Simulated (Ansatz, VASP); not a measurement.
# Sc in VASP and in Ansatz

File INCAR:

```
PREC = Accurate ; ENCUT = 520
EDIFF = 1E-7 ; ISMEAR = 1
SIGMA = 0.6 ; LREAL = False
LASPH = True ; NELM = 80
ALGO = Normal ; ISIF = 2
LWAVE = False ; LCHARG = False
GGA = PE ; NBANDS = 18
```

KPOINTS

```
Automatic mesh
0
Gamma
  11 11 6
```

The input POSCAR:

```
Sc
1.0
    3.3193628924      0.0000000000      0.0000000000
   -1.6596814462      2.8746525892      0.0000000000
    0.0000000000      0.0000000000      5.1842605006
Sc
2
Direct
    0.3333333333      0.6666666667      0.2500000000
    0.6666666667      0.3333333333      0.7500000000
```

Input for Ansatz:

```yaml
crystal:
  lattice:
    - [3.3193628924, 0.0, 0.0]
    - [-1.6596814462, 2.8746525892, 0.0]
    - [0.0, 0.0, 5.1842605006]
  atoms:
    - { symbol: Sc, position: [0.3333333333, 0.6666666667, 0.25] }
    - { symbol: Sc, position: [0.6666666667, 0.3333333333, 0.75] }
hamiltonian:
  xc: pbe
  pseudopotentials:
    kind: paw
    azcp:
      Sc: "pseudopotentials/Sc.paw.azcp"
basis:
  ecutwfc: 420
  fft_grid_basis: typed
kpoints:
  mp_grid: { grid: [11, 11, 6], shift: [0, 0, 0] }
magnetization:
  spin_polarized: false
scf:
  occupations: { method: cold, width: 0.6 }
  lower_state_search: "off"
output:
  stress: true
```

Alike in both runs: task single point; functional PBE; k mesh 11 × 11 × 6; no spin polarisation.

|  | VASP | Ansatz |
| --- | --- | --- |
| version | VASP 6.6.1 | Ansatz 0.2.0 |
| potentials or method | VASP PAW PBE potentials, release 64 (Sc_sv), cutoff 520 eV | plane waves (420 eV) with PAW, scalar-relativistic |
| occupations | methfessel-paxton of order 1, width 0.6 eV | cold, width 0.6 eV |
| valence electrons in the cell | 22 | 22 |

Ansatz gave:

```
pressure (GPa)                                                : 0.0
traceless stress, the component that is largest in VASP (GPa) : 0.56
```

Task: Estimate VASP's values.

Result: Pressure (GPa): -0.1; traceless stress, the component that is largest in VASP (GPa): 0.22.
